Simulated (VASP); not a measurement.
A run of VASP 6.6.1:

File INCAR:

```
PREC = Accurate ; ENCUT = 520
EDIFF = 1E-7 ; ISMEAR = 0
SIGMA = 0.05 ; LREAL = F
LASPH = T ; NELM = 80
ALGO = Normal ; ISIF = 2
LWAVE = F ; LCHARG = F
GGA = PE ; NBANDS = 15
```

File KPOINTS:

```
regular mesh
0
Gamma
  12 12 12
```

Contents of POSCAR:

```
SrO
1.0
    0.0000000000      2.6813609151      2.6813609151
    2.6813609151      0.0000000000      2.6813609151
    2.6813609151      2.6813609151      0.0000000000
Sr O
1 1
Direct
    0.5000000000      0.5000000000      0.5000000000
    0.0000000000      0.0000000000      0.0000000000
```

Potentials or basis: VASP PAW PBE potentials, release 64 (Sr_sv, O).

Launch:

```console
$ cat potpaw_PBE.64/Sr_sv/POTCAR potpaw_PBE.64/O/POTCAR > POTCAR
$ mpirun -np 1 vasp_std > vasp.out
```

Hardware: 1 thread of AMD EPYC 7R13 (shared host).

Question: Estimate the wall time of this run.

Answer: Run time: 95 s on 1 thread of AMD EPYC 7R13 (shared host), peak memory 0.15 GiB. Counts: scf iterations 14, k points 72.
